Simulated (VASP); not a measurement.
## Ga7CuAs8: single point with PBEsol+U

The system is Ga7CuAs8.

```
CELL_PARAMETERS angstrom
0.00000 5.65370 5.65370
5.65370 0.00000 5.65370
5.65370 5.65370 0.00000
ATOMIC_POSITIONS crystal
Cu 0.00000 0.00000 0.00000
Ga 0.00322 0.00322 0.49678
Ga 0.00322 0.49678 0.00322
Ga 0.00322 0.49678 0.49678
Ga 0.49678 0.00322 0.00322
Ga 0.49678 0.00322 0.49678
Ga 0.49678 0.49678 0.00322
Ga 0.50000 0.50000 0.50000
As 0.12072 0.12072 0.12072
As 0.12072 0.12072 0.63785
As 0.12072 0.63785 0.12072
As 0.12387 0.62538 0.62538
As 0.63785 0.12072 0.12072
As 0.62538 0.12387 0.62538
As 0.62538 0.62538 0.12387
As 0.62538 0.62538 0.62538
```

- Program: VASP 6.6.1
- Task: single point
- Functional: PBEsol
- Potentials or basis: VASP PAW PBE potentials, release 64 (Cu, Ga_d, As)
- Cutoff: 520 eV
- k mesh: 3 × 3 × 3
- Occupations: gaussian, width 0.05 eV
- Spin: collinear spin
- Starting moments: [0.16, 0.02, 0.02, 0.02, 0.02, 0.02, 0.02, 0.01, 0.14, 0.14, 0.14, 0.05, 0.14, 0.05, 0.05, 0.05] μB
- Fixed moment: 1.8 μB
- Hubbard terms: Cu d U = 5.0 eV

- Pressure: -0.9 GPa
- Largest force: 0.075 eV/Å
- Net moment: 1.80 μB per cell
- Site moments: Cu +0.20; Ga +0.03, +0.02 (each value once); As +0.15, +0.05 (each value once) μB
- Valence electrons inside the program's atomic spheres: Cu 10.15; Ga 11.66, 11.67 (each value once); As 2.79, 2.81 (each value once)

Forces on the atoms (eV/Å):
```
Cu   0.000  0.000  0.000
Ga   0.000  0.000  0.048
Ga   0.000  0.048  0.000
Ga  -0.048  0.000  0.000
Ga   0.048  0.000  0.000
Ga   0.000 -0.048  0.000
Ga   0.000  0.000 -0.048
Ga   0.000  0.000  0.000
As  -0.005 -0.005 -0.005
As   0.005  0.005 -0.005
As   0.005 -0.005  0.005
As   0.043 -0.043 -0.043
As  -0.005  0.005  0.005
As  -0.043  0.043 -0.043
As  -0.043 -0.043  0.043
As   0.043  0.043  0.043
```

Eigenvalues of the final occupation matrices:
```tsv
site	spin	trace	eigenvalues
site 1 d	1	4.75	0.95 0.95 0.95 0.95 0.95
site 1 d	2	4.60	0.90 0.90 0.90 0.94 0.94
```

Run time: 7.1 min on 1 thread of Intel(R) Xeon(R) 6975P-C (Granite Rapids), with other jobs on the host, peak memory 0.73 GiB.

Caveat: the PAW data sets were made with another functional, which shifts forces and pressure a little; the total moment is fixed, so each spin has its own Fermi level; a cell with one magnetic atom can't hold antiferromagnetic order, which such compounds often take; the U is typed as a test and isn't derived for this compound.
